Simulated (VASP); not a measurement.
# V (Fm-3m) in VASP: notebook

V is run at these levels: PBE, LDA, PBEsol, r2SCAN; tasks: single point, electric field gradients.

All numbers are computed with VASP 6.6.1; they aren't measurements. Logs are shortened: lines on timing, memory, paths and dates and some standing lists are left out, and cuts for length are marked.

**1. The cell of the first run**

The structure is cubic, space group Fm-3m (No. 225). Conventional cell: a = 3.790 Å, b = 3.790 Å, c = 3.790 Å, α = 90.00°, β = 90.00°, γ = 90.00°. Within 3.5 Å of V (site symmetry m-3m) lie 12 V at 2.68 Å.

This isn't the form of V at room conditions, which is bcc.

**2. Single point, PBE**

Input file POSCAR:

```
V
1.0
    0.0000000000      1.8950000000      1.8950000000
    1.8950000000      0.0000000000      1.8950000000
    1.8950000000      1.8950000000      0.0000000000
V
1
Direct
    0.0000000000      0.0000000000      0.0000000000
```

Input file INCAR.step1:

```
PREC = Accurate ; ENCUT = 520
EDIFF = 1E-7 ; ISMEAR = -1
SIGMA = 0.05 ; LREAL = False
LASPH = True ; NELM = 60
ALGO = Normal ; ISIF = 2
LWAVE = False ; LCHARG = True
LMAXMIX = 4 ; GGA = PE
NBANDS = 12
```

Input file KPOINTS.step1:

```
Automatic mesh
0
Gamma
  16 16 16
```

Input file INCAR.step2:

```
PREC = Accurate ; ENCUT = 520
EDIFF = 1E-7 ; ISMEAR = -5
SIGMA = 0.05 ; LREAL = False
LASPH = True ; NELM = 60
ALGO = Normal ; ISIF = 2
LWAVE = False ; LCHARG = False
LMAXMIX = 4 ; GGA = PE
LORBIT = 10 ; NEDOS = 2001
ICHARG = 11
```

Input file KPOINTS.step2:

```
Automatic mesh
0
Gamma
  24 24 24
```

Potentials or basis: VASP PAW PBE potentials, release 64 (V_sv).

Command:

```sh
$ cat potpaw_PBE.64/V_sv/POTCAR > POTCAR
$ cp INCAR.step1 INCAR
$ cp KPOINTS.step1 KPOINTS
$ mpirun -np 1 vasp_std > vasp.out
$ cp INCAR.step2 INCAR
$ cp KPOINTS.step2 KPOINTS
$ mpirun -np 1 vasp_std > vasp.out
```

OUTCAR:

```text
PREC = Accurate
   ENCUT = 520
   EDIFF = 1E-7
   ISMEAR = -5
   LREAL = False
   LASPH = True
   NELM = 60
   ISIF = 2
   GGA = PE
   LORBIT = 10
   ICHARG = 11

 ion  position               nearest neighbor table
   1  0.000  0.000  0.000-

  LATTYP: Found a face centered cubic cell.
 ALAT       =     3.7900000000

  Lattice vectors:

 A1 = (   0.0000000000,   1.8950000000,   1.8950000000)
 A2 = (   1.8950000000,   0.0000000000,   1.8950000000)
 A3 = (   1.8950000000,   1.8950000000,   0.0000000000)

Analysis of symmetry for initial positions (statically):
=====================================================================
 Subroutine PRICEL returns:
 Original cell was already a primitive cell.

 Routine SETGRP: Setting up the symmetry group for a
 face centered cubic supercell.

 Subroutine GETGRP returns: Found 48 space group operations
 (whereof 48 operations were pure point group operations)
 out of a pool of 48 trial point group operations.

The static configuration has the point symmetry O_h .

Analysis of symmetry for dynamics (positions and initial velocities):
=====================================================================
 Subroutine PRICEL returns:
 Original cell was already a primitive cell.

 Routine SETGRP: Setting up the symmetry group for a
 face centered cubic supercell.

 Subroutine GETGRP returns: Found 48 space group operations
 (whereof 48 operations were pure point group operations)
 out of a pool of 48 trial point group operations.

The dynamic configuration has the point symmetry O_h .

 Subroutine INISYM returns: Found 48 space group operations
 (whereof 48 operations are pure point group operations),
 and found     1 'primitive' translations

----------------------------------------------------------------------------------------

                                     Primitive cell

  volume of cell :      13.6100

  direct lattice vectors                    reciprocal lattice vectors
     0.000000000  1.895000000  1.895000000    -0.263852243  0.263852243  0.263852243
     1.895000000  0.000000000  1.895000000     0.263852243 -0.263852243  0.263852243
     1.895000000  1.895000000  0.000000000     0.263852243  0.263852243 -0.263852243

  length of vectors
     2.679934701  2.679934701  2.679934701     0.457005490  0.457005490  0.457005490

  position of ions in fractional coordinates (direct lattice)
     0.000000000  0.000000000  0.000000000

  ion indices of the primitive-cell ions
   primitive index   ion index
[... 83 lines left out ...]
   POTIM  = 0.5000    time-step for ionic-motion
   TEBEG  =    0.0;   TEEND  =   0.0 temperature during run
   PSTRESS=    0.0 pullay stress
   NELECT =      13.0000    total number of electrons
   NUPDOWN=      -1.0000    fix difference up-down
   EMIN   =  10.00;   EMAX   =-10.00  energy-range for DOS
   EFERMI =   0.00;   METHOD = LEGACY
   ISMEAR =    -5;   SIGMA  =   0.05  broadening in eV -4-tet -1-fermi 0-gaus
   EFERMI_NEDOS =   21; number of points for ismear=-14 and -15
   IALGO  =     38    algorithm
   IMIX   =      4    mixing-type and parameters
     AMIX     =   0.40;   BMIX     =  1.00
     AMIX_MAG =   1.60;   BMIX_MAG =  1.00
  volume/ion in A,a.u.               =      13.61        91.84
  Fermi-wavevector in a.u.,A,eV,Ry     =   1.612266  3.046741 35.367013  2.599402
  Thomas-Fermi vector in A             =   2.707524
   LORBIT       =     10    0 simple, 1 ext, 2 COOP (PROOUT), +10 PAW based schemes
   GGA     = PE    functional components
   LHFCALC =     F    Hartree Fock is set to
   AEXX    =    0.0000 exact exchange contribution
   IVDW    =     0    specifies the selected vdW correction
   LEPSILON=     F    determine dielectric tensor
   LRPA    =     F    only Hartree local field effects (RPA)
 non-spin polarized calculation
 Fermi weights with tetrahedron method with Bloechl corrections
  energy-cutoff  :      520.00
  volume of cell :       13.61
 maximum number of plane-waves:       380

 number of electron      13.0000007 magnetization

 Free energy of the ion-electron system (eV)
  ---------------------------------------------------
  ext. energy  EPLUGINS =         0.00000000
  ---------------------------------------------------
  free energy    TOTEN  =        -8.74603382 eV

  energy without entropy =       -8.74603382  energy(sigma->0) =       -8.74603382

 E-fermi :   9.8908     XC(G=0): -12.8513

 val. band max:        9.9062269904   @ k =  -0.4167   0.1667   0.0000
 cond. band min:       9.8829613229   @ k =   0.3750   0.2083   0.0833
 fundamental gap:     -0.0232656675
 Fermi energy:         9.8907683923

 k-point     1 :       0.0000    0.0000    0.0000
  band No.  band energies     occupation
      1     -54.1599      2.00000
      2     -27.4848      2.00000
      3     -27.4848      2.00000
      4     -27.4848      2.00000
      5       3.0171      2.00000
      6      10.0602      0.00000
      7      10.0602      0.00000
      8      10.0602      0.00000
      9      11.8500      0.00000
     10      11.8500      0.00000
[... 287 lines left out ...]
 k-point    24 :       0.4583    0.0417    0.0000
  band No.  band energies     occupation
      1     -53.9869      2.00000
      2     -28.3216      2.00000
      3     -27.5988      2.00000
      4     -27.5981      2.00000
      5       6.5314      2.00000
      6       9.8716      1.70081
      7      10.0126      0.00000
      8      10.4189      0.00000
      9      13.0176      0.00000
     10      13.0580      0.00000

 [... further k-points ...]

------------------------ aborting loop because EDIFF is reached ----------------------------------------

  FORCE on cell =-STRESS in cart. coord.  units (eV):
  Direction    XX          YY          ZZ          XY          YZ          ZX
  --------------------------------------------------------------------------------------
  -------------------------------------------------------------------------------------
  Total        0.3059095      0.3059095      0.3059095      0.0000000      0.0000000     -0.0000000
  in kB       36.0118897     36.0118897     36.0118897      0.0000000      0.0000000     -0.0000000
  external PRESSURE =      36.0118897 kB  Pullay stress =       0.0000000 kB

 VOLUME and BASIS-vectors are now :
 -----------------------------------------------------------------------------
  energy-cutoff  :      520.00
  volume of cell :       13.61
      direct lattice vectors                 reciprocal lattice vectors
     0.000000000  1.895000000  1.895000000    -0.263852243  0.263852243  0.263852243
     1.895000000  0.000000000  1.895000000     0.263852243 -0.263852243  0.263852243
     1.895000000  1.895000000  0.000000000     0.263852243  0.263852243 -0.263852243

 POSITION                                       TOTAL-FORCE (eV/Angst)
 -----------------------------------------------------------------------------------
      0.00000      0.00000      0.00000        -0.000000      0.000000      0.000000
 -----------------------------------------------------------------------------------
    total drift:                               -0.000000      0.000000      0.000000

  FREE ENERGIE OF THE ION-ELECTRON SYSTEM (eV)
  ---------------------------------------------------
  free  energy   TOTEN  =        -8.7460338226 eV

  energy  without entropy=       -8.7460338226  energy(sigma->0) =       -8.74603382

 total charge

# of ion       s       p       d       tot
------------------------------------------
    1        2.347   6.232   3.045  11.624
```

OUTCAR.step1:

```text
PREC = Accurate
   ENCUT = 520
   EDIFF = 1E-7
   ISMEAR = -1
   LREAL = False
[... 575 lines left out ...]

 POSITION                                       TOTAL-FORCE (eV/Angst)
 -----------------------------------------------------------------------------------
      0.00000      0.00000      0.00000         0.000000     -0.000000      0.000000
 -----------------------------------------------------------------------------------
    total drift:                                0.000000      0.000000      0.000000

  FREE ENERGIE OF THE ION-ELECTRON SYSTEM (eV)
  ---------------------------------------------------
  free  energy   TOTEN  =        -8.7523610894 eV

  energy  without entropy=       -8.7381004142  energy(sigma->0) =       -8.74523075
```

It took 20 s on 1 thread of Intel Xeon 6975P-C (Granite Rapids), shared host; peak memory 0.17 GiB.

Results:

```yaml
Valence_electrons_inside_the_program's_atomic_spheres: V 11.62
```

Caveat: tetrahedron occupations give inexact forces and stress in metals.

**3. Electric field gradients, LDA, collinear spin, ferromagnetic start**

Input file INCAR:

```
  PREC = Accurate
  ENCUT = 520
  EDIFF = 1E-8
  ISMEAR = -1
  SIGMA = 0.05
  LREAL = False
  LASPH = True
  NELM = 150
  ALGO = Normal
  ISIF = 2
  LWAVE = False
  LCHARG = False
  ISPIN = 2
  MAGMOM = 1.5
  LORBIT = 11
  LMAXMIX = 4
  LEFG = True
  NBANDS = 16
```

Input file KPOINTS:

```
Automatic mesh
0
Gamma
  16 16 16
```

POSCAR is that of step 2.

Potentials or basis: VASP PAW LDA potentials, release 64 (V_sv).

Command:

```sh
$ cat potpaw_LDA.64/V_sv/POTCAR > POTCAR
$ mpirun -np 1 vasp_std > vasp.out
```

OUTCAR:

```text
PREC = Accurate
   ENCUT = 520
   EDIFF = 1E-8
   ISMEAR = -1
   LREAL = False
   LASPH = True
   NELM = 150
   ISIF = 2
   ISPIN = 2
   LORBIT = 11

 ion  position               nearest neighbor table
   1  0.000  0.000  0.000-

  LATTYP: Found a face centered cubic cell.
 ALAT       =     3.7900000000

  Lattice vectors:

 A1 = (   0.0000000000,   1.8950000000,   1.8950000000)
 A2 = (   1.8950000000,   0.0000000000,   1.8950000000)
 A3 = (   1.8950000000,   1.8950000000,   0.0000000000)

Analysis of symmetry for initial positions (statically):
=====================================================================
 Subroutine PRICEL returns:
 Original cell was already a primitive cell.

 Routine SETGRP: Setting up the symmetry group for a
 face centered cubic supercell.

 Subroutine GETGRP returns: Found 48 space group operations
 (whereof 48 operations were pure point group operations)
 out of a pool of 48 trial point group operations.

[... 1119 lines left out ...]
     1.895000000  1.895000000  0.000000000     0.263852243  0.263852243 -0.263852243

 POSITION                                       TOTAL-FORCE (eV/Angst)
 -----------------------------------------------------------------------------------
      0.00000      0.00000      0.00000         0.000000      0.000000      0.000000
 -----------------------------------------------------------------------------------
    total drift:                                0.000000      0.000000      0.000000

  FREE ENERGIE OF THE ION-ELECTRON SYSTEM (eV)
  ---------------------------------------------------
  free  energy   TOTEN  =        -9.6529980006 eV

  energy  without entropy=       -9.6380907663  energy(sigma->0) =       -9.64554438

 Electric field gradients (V/A^2)
---------------------------------------------------------------------
 ion       V_xx      V_yy      V_zz      V_xy      V_xz      V_yz
---------------------------------------------------------------------
   1       0.000    -0.000    -0.000     0.001     0.001     0.001
---------------------------------------------------------------------

 Electric field gradients after diagonalization (V/A^2)
 (convention: |V_zz| > |V_xx| > |V_yy|)
----------------------------------------------------------------------
 ion       V_xx      V_yy      V_zz     asymmetry (V_yy - V_xx)/ V_zz
----------------------------------------------------------------------
   1      -0.001    -0.001     0.003       0.000
----------------------------------------------------------------------

           NMR quadrupolar parameters

 Cq : quadrupolar parameter    Cq=e*Q*V_zz/h
 eta: asymmetry parameters     (V_yy - V_xx)/ V_zz
 Q  : nuclear electric quadrupole moment in mb (millibarn)
----------------------------------------------------------------------
 ion       Cq(MHz)       eta       Q (mb)
----------------------------------------------------------------------
   1       0.000       0.000       1.000
----------------------------------------------------------------------

 total charge

# of ion       s       p       d       tot
------------------------------------------
    1        2.351   6.226   3.075  11.651

 magnetization (x)

# of ion       s       p       d       tot
------------------------------------------
    1        0.000   0.000   0.000   0.000
```

OSZICAR:

```text
N       E                     dE             d eps       ncg     rms          rms(c)
DAV:   1     0.922982232242E+02    0.92298E+02   -0.64694E+03  9400   0.889E+02
DAV:   2    -0.924595252521E+01   -0.10154E+03   -0.97402E+02 10128   0.271E+02
DAV:   3    -0.108093682212E+02   -0.15634E+01   -0.15613E+01 10640   0.367E+01
DAV:   4    -0.108154950151E+02   -0.61268E-02   -0.61267E-02 11144   0.242E+00
DAV:   5    -0.108155492852E+02   -0.54270E-04   -0.54270E-04 10856   0.212E-01    0.189E+01
DAV:   6    -0.967915560308E+01    0.11364E+01   -0.18125E+00  9464   0.217E+01    0.216E+00
DAV:   7    -0.966139785316E+01    0.17758E-01   -0.39113E-02 10384   0.224E+00    0.157E+00
DAV:   8    -0.965684986675E+01    0.45480E-02   -0.42178E-03 10264   0.693E-01    0.853E-01
DAV:   9    -0.965271824072E+01    0.41316E-02   -0.23800E-03 10400   0.569E-01    0.202E-01
DAV:  10    -0.965297748028E+01   -0.25924E-03   -0.22298E-04 10328   0.178E-01    0.387E-02
DAV:  11    -0.965299350105E+01   -0.16021E-04   -0.11322E-05 10120   0.312E-02    0.174E-02
DAV:  12    -0.965299770290E+01   -0.42019E-05   -0.18407E-06 10376   0.141E-02    0.505E-03
DAV:  13    -0.965299793468E+01   -0.23178E-06   -0.62419E-08 10552   0.279E-03    0.303E-03
DAV:  14    -0.965299799743E+01   -0.62752E-07   -0.62840E-09  6496   0.893E-04    0.751E-04
DAV:  15    -0.965299800061E+01   -0.31775E-08   -0.11189E-09  5008   0.318E-04
   1 F= -.96529980E+01 E0= -.96455444E+01  d E =-.149072E-01  mag=    -0.0000
```

stdout:

```text
POSCAR found type information on POSCAR V
 POSCAR found :  1 types and       1 ions
 scaLAPACK will be used
 LDA part: xc-table for (Slater(with rela. corr.)+CA(PZ))
 , standard interpolation
 POSCAR, INCAR and KPOINTS ok, starting setup
 FFT: planning ... GRIDC
 FFT: planning ... GRID_SOFT
 FFT: planning ... GRID
 WAVECAR not read
 entering main loop
ion   1
```

Wall time 25 s (1 thread of Intel Xeon 6975P-C (Granite Rapids), shared host); peak memory 0.15 GiB.

Results:

```yaml
Free_energy: -9.6530 eV
Pressure: -8.6 GPa
Net_moment: 0.00 μB per cell
Largest_electric_field_gradient_by_atom: zero within the noise of the run
Valence_electrons_inside_the_program's_atomic_spheres: V 11.65
```

Caveat: the cell stands under tension.

**4. Electric field gradients, PBEsol, collinear spin, ferromagnetic start**

Input file INCAR:

```
PREC = Accurate
ENCUT = 520
EDIFF = 1E-8
ISMEAR = -1
SIGMA = 0.05
LREAL = False
LASPH = True
NELM = 150
ALGO = Normal
ISIF = 2
LWAVE = False
LCHARG = False
ISPIN = 2
MAGMOM = 1.5
LORBIT = 11
LMAXMIX = 4
GGA = PS
LEFG = True
NBANDS = 16
```

KPOINTS is that of step 3.

POSCAR is that of step 3.

Potentials or basis: VASP PAW PBE potentials, release 64 (V_sv).

Command:

```sh
$ cat potpaw_PBE.64/V_sv/POTCAR > POTCAR
$ mpirun -np 1 vasp_std > vasp.out
```

OUTCAR:

```text
PREC = Accurate
   ENCUT = 520
   EDIFF = 1E-8
   ISMEAR = -1
   LREAL = False
   LASPH = True
   NELM = 150
   ISIF = 2
   ISPIN = 2
   LORBIT = 11
   GGA = PS

 ion  position               nearest neighbor table
   1  0.000  0.000  0.000-

  LATTYP: Found a face centered cubic cell.
 ALAT       =     3.7900000000

  Lattice vectors:

 A1 = (   0.0000000000,   1.8950000000,   1.8950000000)
[... 1144 lines left out ...]
  free  energy   TOTEN  =        -9.3749140878 eV

  energy  without entropy=       -9.3604924104  energy(sigma->0) =       -9.36770325

 Electric field gradients (V/A^2)
---------------------------------------------------------------------
 ion       V_xx      V_yy      V_zz      V_xy      V_xz      V_yz
---------------------------------------------------------------------
   1      -0.000    -0.000    -0.000     0.002     0.002     0.002
---------------------------------------------------------------------

 Electric field gradients after diagonalization (V/A^2)
 (convention: |V_zz| > |V_xx| > |V_yy|)
----------------------------------------------------------------------
 ion       V_xx      V_yy      V_zz     asymmetry (V_yy - V_xx)/ V_zz
----------------------------------------------------------------------
   1      -0.002    -0.002     0.003       0.000
----------------------------------------------------------------------

           NMR quadrupolar parameters

 Cq : quadrupolar parameter    Cq=e*Q*V_zz/h
 eta: asymmetry parameters     (V_yy - V_xx)/ V_zz
 Q  : nuclear electric quadrupole moment in mb (millibarn)
----------------------------------------------------------------------
 ion       Cq(MHz)       eta       Q (mb)
----------------------------------------------------------------------
   1       0.000       0.000       1.000
----------------------------------------------------------------------

 total charge

# of ion       s       p       d       tot
------------------------------------------
    1        2.349   6.233   3.048  11.631

 magnetization (x)

# of ion       s       p       d       tot
------------------------------------------
    1       -0.000  -0.000  -0.000  -0.000
```

OSZICAR:

```text
N       E                     dE             d eps       ncg     rms          rms(c)
DAV:   1     0.920373577274E+02    0.92037E+02   -0.64784E+03  9400   0.888E+02
DAV:   2    -0.909860927073E+01   -0.10114E+03   -0.97039E+02 10152   0.271E+02
DAV:   3    -0.106331907112E+02   -0.15346E+01   -0.15326E+01 10608   0.363E+01
DAV:   4    -0.106390864203E+02   -0.58957E-02   -0.58956E-02 11208   0.237E+00
DAV:   5    -0.106391379021E+02   -0.51482E-04   -0.51483E-04 10752   0.206E-01    0.196E+01
DAV:   6    -0.939048896659E+01    0.12486E+01   -0.19077E+00  9488   0.224E+01    0.224E+00
DAV:   7    -0.938003183464E+01    0.10457E-01   -0.54551E-02 10424   0.267E+00    0.169E+00
DAV:   8    -0.937847061274E+01    0.15612E-02   -0.59045E-03  9904   0.848E-01    0.853E-01
DAV:   9    -0.937452860514E+01    0.39420E-02   -0.21185E-03 10888   0.535E-01    0.228E-01
DAV:  10    -0.937489468356E+01   -0.36608E-03   -0.50579E-04 10080   0.243E-01    0.313E-02
DAV:  11    -0.937491080529E+01   -0.16122E-04   -0.17016E-05  9992   0.429E-02    0.166E-02
DAV:  12    -0.937491396808E+01   -0.31628E-05   -0.28411E-06 10304   0.198E-02    0.362E-03
DAV:  13    -0.937491406750E+01   -0.99424E-07   -0.18035E-07 10520   0.436E-03    0.248E-03
DAV:  14    -0.937491408902E+01   -0.21525E-07   -0.79352E-09  7896   0.907E-04    0.103E-03
DAV:  15    -0.937491408776E+01    0.12610E-08   -0.21158E-09  5056   0.563E-04
   1 F= -.93749141E+01 E0= -.93677032E+01  d E =-.144217E-01  mag=    -0.0000
```

Wall time 26 s (1 thread of Intel Xeon 6975P-C (Granite Rapids), shared host); peak memory 0.16 GiB.

What came out:

```yaml
Free_energy: -9.3749 eV
Pressure: -2.8 GPa
Net_moment: 0.00 μB per cell
Largest_electric_field_gradient_by_atom: zero within the noise of the run
Valence_electrons_inside_the_program's_atomic_spheres: V 11.63
```

Caveat: the PAW data sets were made with another functional, which shifts forces and pressure a little.

(Continued in part 2 of 2.)
